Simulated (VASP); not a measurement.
# InSb in VASP: further runs, part 2 of 3

VASP 6.6.1.

## 4. Density of states, PBEsol

This run uses another cell than the first one, of 33.98 Å³/atom, 0.990 times its volume.

Input file POSCAR:

```
InSb
1.0
    0.0000000000      3.2391000000      3.2391000000
    3.2391000000      0.0000000000      3.2391000000
    3.2391000000      3.2391000000      0.0000000000
In Sb
1 1
Direct
    0.0000000000      0.0000000000      0.0000000000
    0.7500000000      0.7500000000      0.7500000000
```

Input file INCAR.step1:

```
SYSTEM = InSb
PREC = Accurate ; ENCUT = 520
EDIFF = 1E-6 ; ISMEAR = -1
SIGMA = 0.05 ; LREAL = .FALSE.
LASPH = .TRUE. ; NELM = 60
ALGO = Normal ; ISIF = 2
LWAVE = .FALSE. ; LCHARG = .TRUE.
GGA = PS ; NBANDS = 16
```

Input file KPOINTS.step1:

```
regular mesh
0
G
  9 9 9
  0 0 0
```

Input file INCAR.step2:

```
SYSTEM = InSb
PREC = Accurate ; ENCUT = 520
EDIFF = 1E-6 ; ISMEAR = -5
SIGMA = 0.05 ; LREAL = .FALSE.
LASPH = .TRUE. ; NELM = 60
ALGO = Normal ; ISIF = 2
LWAVE = .FALSE. ; LCHARG = .FALSE.
GGA = PS ; LORBIT = 10
NBANDS = 16 ; NEDOS = 1001
ICHARG = 11
```

Input file KPOINTS.step2:

```
regular mesh
0
G
  14 14 14
  0 0 0
```

Potentials or basis: VASP PAW PBE potentials, release 64 (In_d, Sb).

Launch:

```
$ cat potpaw_PBE.64/In_d/POTCAR potpaw_PBE.64/Sb/POTCAR > POTCAR
$ cp INCAR.step1 INCAR
$ cp KPOINTS.step1 KPOINTS
$ mpirun -np 1 vasp_std > vasp.out
$ cp INCAR.step2 INCAR
$ cp KPOINTS.step2 KPOINTS
$ mpirun -np 1 vasp_std > vasp.out
```

OUTCAR:

```text
SYSTEM = InSb
   PREC = Accurate
   ENCUT = 520
   EDIFF = 1E-6
   ISMEAR = -5
   LREAL = .FALSE.
   LASPH = .TRUE.
   NELM = 60
   ISIF = 2
   GGA = PS
   LORBIT = 10
   ICHARG = 11

 ion  position               nearest neighbor table
   1  0.000  0.000  0.000-   2 2.81   2 2.81   2 2.81   2 2.81
   2  0.750  0.750  0.750-   1 2.81   1 2.81   1 2.81   1 2.81

  LATTYP: Found a face centered cubic cell.
 ALAT       =     6.4782000000

  Lattice vectors:

 A1 = (   0.0000000000,   3.2391000000,   3.2391000000)
 A2 = (   3.2391000000,   0.0000000000,   3.2391000000)
 A3 = (   3.2391000000,   3.2391000000,   0.0000000000)

Analysis of symmetry for initial positions (statically):
=====================================================================
 Subroutine PRICEL returns:
 Original cell was already a primitive cell.

 Routine SETGRP: Setting up the symmetry group for a
 face centered cubic supercell.

 Subroutine GETGRP returns: Found 24 space group operations
 (whereof 24 operations were pure point group operations)
 out of a pool of 48 trial point group operations.

The static configuration has the point symmetry T_d .

Analysis of symmetry for dynamics (positions and initial velocities):
=====================================================================
 Subroutine PRICEL returns:
 Original cell was already a primitive cell.

 Routine SETGRP: Setting up the symmetry group for a
 face centered cubic supercell.

 Subroutine GETGRP returns: Found 24 space group operations
 (whereof 24 operations were pure point group operations)
 out of a pool of 48 trial point group operations.

The dynamic configuration has the point symmetry T_d .

 Subroutine INISYM returns: Found 24 space group operations
 (whereof 24 operations are pure point group operations),
 and found     1 'primitive' translations

----------------------------------------------------------------------------------------

                                     Primitive cell
[... 115 lines left out ...]
  Fermi-wavevector in a.u.,A,eV,Ry     =   1.051311  1.986690 15.037912  1.105255
  Thomas-Fermi vector in A             =   2.186349
   LORBIT       =     10    0 simple, 1 ext, 2 COOP (PROOUT), +10 PAW based schemes
   GGA     = PS    functional components
   LHFCALC =     F    Hartree Fock is set to
   AEXX    =    0.0000 exact exchange contribution
   IVDW    =     0    specifies the selected vdW correction
   LEPSILON=     F    determine dielectric tensor
   LRPA    =     F    only Hartree local field effects (RPA)
 non-spin polarized calculation
 Fermi weights with tetrahedron method with Bloechl corrections
  energy-cutoff  :      520.00
  volume of cell :       67.97
 maximum number of plane-waves:      1853
 NGX is ok and might be reduce to    36

 number of electron      17.9999993 magnetization

 Free energy of the ion-electron system (eV)
  ---------------------------------------------------
  ext. energy  EPLUGINS =         0.00000000
  ---------------------------------------------------
  free energy    TOTEN  =        -7.69750854 eV

  energy without entropy =       -7.69750854  energy(sigma->0) =       -7.69750854

 E-fermi :   4.9675     XC(G=0):  -8.8702

 val. band max:        4.9666683443   @ k =   0.0000   0.0000   0.0000
 cond. band min:       4.9666684118   @ k =   0.0000   0.0000   0.0000
 fundamental gap:      0.0000000674
 Fermi energy:         4.9674816738

 k-point     1 :       0.0000    0.0000    0.0000
  band No.  band energies     occupation
      1      -9.5762      2.00000
      2      -9.5762      2.00000
      3      -9.5762      2.00000
      4      -9.4880      2.00000
      5      -9.4880      2.00000
      6      -5.7850      2.00000
[... 433 lines left out ...]
      3      -9.5590      2.00000
      4      -9.4934      2.00000
      5      -9.4850      2.00000
      6      -5.1330      2.00000
[... 8 lines left out ...]
     15      12.8945      0.00000
     16      13.2955      0.00000

 [... further k-points ...]
[... 5 lines left out ...]
  --------------------------------------------------------------------------------------
  -------------------------------------------------------------------------------------
  Total        0.3673433      0.3673433      0.3673433      0.0000000      0.0000000     -0.0000000
  in kB        8.6592374      8.6592374      8.6592374      0.0000000      0.0000000     -0.0000000
  external PRESSURE =       8.6592374 kB  Pullay stress =       0.0000000 kB

 VOLUME and BASIS-vectors are now :
 -----------------------------------------------------------------------------
  energy-cutoff  :      520.00
  volume of cell :       67.97
      direct lattice vectors                 reciprocal lattice vectors
     0.000000000  3.239100000  3.239100000    -0.154363867  0.154363867  0.154363867
     3.239100000  0.000000000  3.239100000     0.154363867 -0.154363867  0.154363867
     3.239100000  3.239100000  0.000000000     0.154363867  0.154363867 -0.154363867

 POSITION                                       TOTAL-FORCE (eV/Angst)
 -----------------------------------------------------------------------------------
      0.00000      0.00000      0.00000         0.000000      0.000000      0.000000
      4.85865      4.85865      4.85865        -0.000000     -0.000000     -0.000000
 -----------------------------------------------------------------------------------
    total drift:                                0.000000      0.000000      0.000000

  FREE ENERGIE OF THE ION-ELECTRON SYSTEM (eV)
  ---------------------------------------------------
  free  energy   TOTEN  =        -7.6975085417 eV

  energy  without entropy=       -7.6975085417  energy(sigma->0) =       -7.69750854

 total charge

# of ion       s       p       d       tot
------------------------------------------
    1        0.872   0.719   9.865  11.456
    2        1.139   1.330   0.020   2.489
--------------------------------------------------
tot          2.010   2.049   9.886  13.945
```

OUTCAR.step1:

```text
SYSTEM = InSb
   PREC = Accurate
   ENCUT = 520
   EDIFF = 1E-6
   ISMEAR = -1
   LREAL = .FALSE.
[... 678 lines left out ...]
      0.00000      0.00000      0.00000        -0.000000     -0.000000     -0.000000
      4.85865      4.85865      4.85865         0.000000      0.000000      0.000000
 -----------------------------------------------------------------------------------
    total drift:                                0.000000      0.000000      0.000000

  FREE ENERGIE OF THE ION-ELECTRON SYSTEM (eV)
  ---------------------------------------------------
  free  energy   TOTEN  =        -7.6948263805 eV

  energy  without entropy=       -7.6943991310  energy(sigma->0) =       -7.69461276
```

OSZICAR.step1:

```text
N       E                     dE             d eps       ncg     rms          rms(c)
DAV:   1     0.113597085961E+03    0.11360E+03   -0.79418E+03  1120   0.111E+03
DAV:   2    -0.452711861852E+00   -0.11405E+03   -0.11018E+03  1216   0.282E+02
DAV:   3    -0.762750915588E+01   -0.71748E+01   -0.71468E+01  1472   0.722E+01
DAV:   4    -0.783111147858E+01   -0.20360E+00   -0.20356E+00  1368   0.139E+01
DAV:   5    -0.784064774823E+01   -0.95363E-02   -0.95361E-02  1664   0.247E+00    0.406E+00
DAV:   6    -0.771880313195E+01    0.12184E+00   -0.17513E-01  1640   0.689E+00    0.230E+00
DAV:   7    -0.769521198581E+01    0.23591E-01   -0.68659E-02  1560   0.272E+00    0.609E-01
DAV:   8    -0.769442181078E+01    0.79018E-03   -0.77393E-03  1496   0.102E+00    0.256E-01
DAV:   9    -0.769483057171E+01   -0.40876E-03   -0.85311E-04  1304   0.257E-01    0.824E-02
DAV:  10    -0.769480608377E+01    0.24488E-04   -0.47499E-05  1520   0.493E-02    0.352E-02
DAV:  11    -0.769482578580E+01   -0.19702E-04   -0.34478E-05  1264   0.500E-02    0.228E-02
DAV:  12    -0.769482638049E+01   -0.59469E-06   -0.11729E-06  1096   0.978E-03
   1 F= -.76948264E+01 E0= -.76946128E+01  d E =-.427249E-03
```

Wall time 55 s (1 thread of Intel Xeon Platinum 8488C (Sapphire Rapids), shared host); peak memory 0.27 GiB.

Results:

```
Valence electrons inside the program's atomic spheres : In 11.46; Sb 2.49
```

Levels at points of the mesh, in eV from the Fermi level:
```csv
k point,band 7,band 8,band 9,band 10,band 11,band 12
"(0.00, 0.00, 0.00)",-0.26,0.00,0.00,0.00,2.93,2.93
"(0.50, 0.00, 0.00)",-5.66,-1.01,-1.01,0.47,3.78,3.78
"(0.50, 0.50, 0.00)",-5.95,-2.28,-2.28,1.26,1.26,8.13
```

Caveat: the PAW data sets were made with another functional, which shifts forces and pressure a little; spin-orbit coupling is left out, which moves the levels of the heavy elements; tetrahedron occupations give inexact forces and stress in metals.

## 5. Electric field gradients, PBEsol (equal xx and yy strain of -2 %)

Input file INCAR:

```
SYSTEM = InSb
ALGO     = Normal         ! electronic algorithm
EDIFF    = 1E-8           ! SCF threshold, eV
ENCUT    = 520            ! plane-wave cutoff, eV
GGA      = PS             ! functional
ISIF     = 2              ! what is computed and relaxed
ISMEAR   = -1             ! smearing method
LASPH    = .True.         ! aspherical terms in the spheres
LCHARG   = .False.        ! write CHGCAR
LEFG     = .True.       
LREAL    = .False.        ! projectors in reciprocal space
LWAVE    = .False.        ! write WAVECAR
NBANDS   = 16             ! bands
NELM     = 80             ! most SCF steps
PREC     = Accurate       ! precision mode
SIGMA    = 0.05           ! smearing width, eV
```

Input file KPOINTS:

```
k-points
0
Gamma
  9 9 9
  0 0 0
```

Input file POSCAR:

```
InSb
1.0
    0.0000000000      3.1743180000      3.2391000000
    3.1743180000      0.0000000000      3.2391000000
    3.1743180000      3.1743180000      0.0000000000
In Sb
1 1
Direct
    0.0000000000      0.0000000000      0.0000000000
    0.7500000000      0.7500000000      0.7500000000
```

Potentials or basis: VASP PAW PBE potentials, release 64 (In_d, Sb).

Launch:

```
$ cat potpaw_PBE.64/In_d/POTCAR potpaw_PBE.64/Sb/POTCAR > POTCAR
$ mpirun -np 1 vasp_std > vasp.out
```

OUTCAR:

```text
SYSTEM = InSb
   EDIFF = 1E-8
   ENCUT = 520
   GGA = PS
   ISIF = 2
   ISMEAR = -1
   LASPH = .True.
   LREAL = .False.
   NELM = 80
   PREC = Accurate

 ion  position               nearest neighbor table
   1  0.000  0.000  0.000-   2 2.77   2 2.77   2 2.77   2 2.77
   2  0.750  0.750  0.750-   1 2.77   1 2.77   1 2.77   1 2.77

  LATTYP: Found a body centered tetragonal cell.
 ALAT       =     4.4891635669
 C/A-ratio  =     1.4430750636

  Lattice vectors:

 A1 = (  -3.1743180000,   0.0000000000,   3.2391000000)
 A2 = (   3.1743180000,   0.0000000000,   3.2391000000)
[... 669 lines left out ...]
  free  energy   TOTEN  =        -7.6613283195 eV

  energy  without entropy=       -7.6609359460  energy(sigma->0) =       -7.66113213

 Electric field gradients (V/A^2)
---------------------------------------------------------------------
 ion       V_xx      V_yy      V_zz      V_xy      V_xz      V_yz
---------------------------------------------------------------------
   1       2.730     2.730    -5.460    -0.001    -0.000    -0.000
   2      -2.678    -2.678     5.357    -0.000    -0.000    -0.000
---------------------------------------------------------------------

 Electric field gradients after diagonalization (V/A^2)
 (convention: |V_zz| > |V_xx| > |V_yy|)
----------------------------------------------------------------------
 ion       V_xx      V_yy      V_zz     asymmetry (V_yy - V_xx)/ V_zz
----------------------------------------------------------------------
   1       2.731     2.729    -5.460       0.000
   2      -2.679    -2.678     5.357       0.000
----------------------------------------------------------------------

           NMR quadrupolar parameters

 Cq : quadrupolar parameter    Cq=e*Q*V_zz/h
 eta: asymmetry parameters     (V_yy - V_xx)/ V_zz
 Q  : nuclear electric quadrupole moment in mb (millibarn)
----------------------------------------------------------------------
 ion       Cq(MHz)       eta       Q (mb)
----------------------------------------------------------------------
   1      -0.013       0.000       1.000
   2       0.013       0.000       1.000
----------------------------------------------------------------------
```

OSZICAR:

```text
N       E                     dE             d eps       ncg     rms          rms(c)
DAV:   1     0.114299662750E+03    0.11430E+03   -0.79705E+03  2400   0.114E+03
DAV:   2    -0.579091623799E+00   -0.11488E+03   -0.11091E+03  2680   0.283E+02
DAV:   3    -0.761211693754E+01   -0.70330E+01   -0.70091E+01  3056   0.722E+01
DAV:   4    -0.780713430994E+01   -0.19502E+00   -0.19498E+00  3088   0.138E+01
DAV:   5    -0.781744045809E+01   -0.10306E-01   -0.10306E-01  3568   0.262E+00    0.435E+00
DAV:   6    -0.768819082056E+01    0.12925E+00   -0.17922E-01  3496   0.721E+00    0.246E+00
DAV:   7    -0.766179283915E+01    0.26398E-01   -0.74007E-02  3296   0.289E+00    0.640E-01
DAV:   8    -0.766094242305E+01    0.85042E-03   -0.82658E-03  3144   0.107E+00    0.292E-01
DAV:   9    -0.766133687931E+01   -0.39446E-03   -0.88557E-04  2960   0.251E-01    0.857E-02
DAV:  10    -0.766130918713E+01    0.27692E-04   -0.51123E-05  3072   0.473E-02    0.377E-02
DAV:  11    -0.766132786590E+01   -0.18679E-04   -0.31779E-05  2832   0.437E-02    0.220E-02
DAV:  12    -0.766132859290E+01   -0.72700E-06   -0.12169E-06  3120   0.685E-03    0.600E-03
DAV:  13    -0.766132834306E+01    0.24984E-06   -0.40849E-07  2936   0.467E-03    0.298E-03
DAV:  14    -0.766132832097E+01    0.22092E-07   -0.28285E-08  3312   0.928E-04    0.769E-04
DAV:  15    -0.766132831950E+01    0.14666E-08   -0.31606E-09  2200   0.385E-04
   1 F= -.76613283E+01 E0= -.76611321E+01  d E =-.392374E-03
```

It took 35 s on 1 thread of Intel Xeon 6975P-C (Granite Rapids), shared host; peak memory 0.25 GiB.

Results:

| Property | Result |
| --- | --- |
| Free energy | -7.6613 eV |
| Pressure | 2.9 GPa |
| Band gap on the k mesh | zero (filled and empty bands touch) |

Stress tensor (GPa, compression positive):
```
3.14 0.00 0.00
0.00 3.14 0.00
0.00 0.00 2.58
```

Electric field gradients, principal values (V/Å²):
```tsv
atom	least	middle	greatest (by size)
1 In	2.729	2.731	-5.460
2 Sb	-2.678	-2.679	5.357
```

Caveat: the cell differs from its parent crystal (equal xx and yy strain of -2 %); without QUAD_EFG the Cq values of the log hold for a quadrupole moment of 1 mb, not for the nuclei; the PAW data sets were made with another functional, which shifts forces and pressure a little; spin-orbit coupling is left out, which moves the levels of the heavy elements.

(Part 2 of 3 ends here.)
